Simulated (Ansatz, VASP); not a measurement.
# One calculation of BaZrO3, two programs

```
Ba Zr O
1.0
     4.18150    0.00000    0.00000
     0.00000    4.18150    0.00000
     0.00000    0.00000    4.18150
Ba Zr O
1 1 3
Direct
  0.50000 0.45561 0.45561
  0.00000 0.00000 0.00000
  0.50000 0.00000 0.00000
  0.00000 0.50000 0.00000
  0.00000 0.00000 0.50000
```

Change from the starting cell: all Ba atoms moved +0.263 Å, as atom 1 towards its neighbour atom 3 (O) at 2.957 Å.

Alike in both runs: task single point; functional PBE; k mesh 6 × 6 × 6; occupations gaussian, width 0.05 eV; no spin polarisation.

|  | VASP | Ansatz |
| --- | --- | --- |
| version | VASP 6.6.1 | Ansatz 0.2.0 |
| potentials or method | VASP PAW PBE potentials, release 64 (Ba_sv, Zr_sv, O_h), cutoff 1340 eV | scalar-relativistic, plane waves, PAW |
| valence electrons in the cell | 40 | 40 |

```tsv
	VASP	Ansatz	Ansatz less VASP
gap on the k mesh at the Fermi level (eV)	3.15	3.19	+0.034
least direct gap on the mesh (eV)	3.36	3.37	+0.015
pressure (GPa)	7.6	6.5	-1.03
traceless stress, the component that is largest in VASP (GPa)	1.45	1.34	-0.110
rms of the force components (eV/Å)	0.410	0.383	-0.0269
```

Atom by atom the forces differ by 0.040 eV/Å (rms over components). With one functional, cell and mesh, what is left measures potentials, basis and numerics.

Spin-orbit coupling is off throughout.
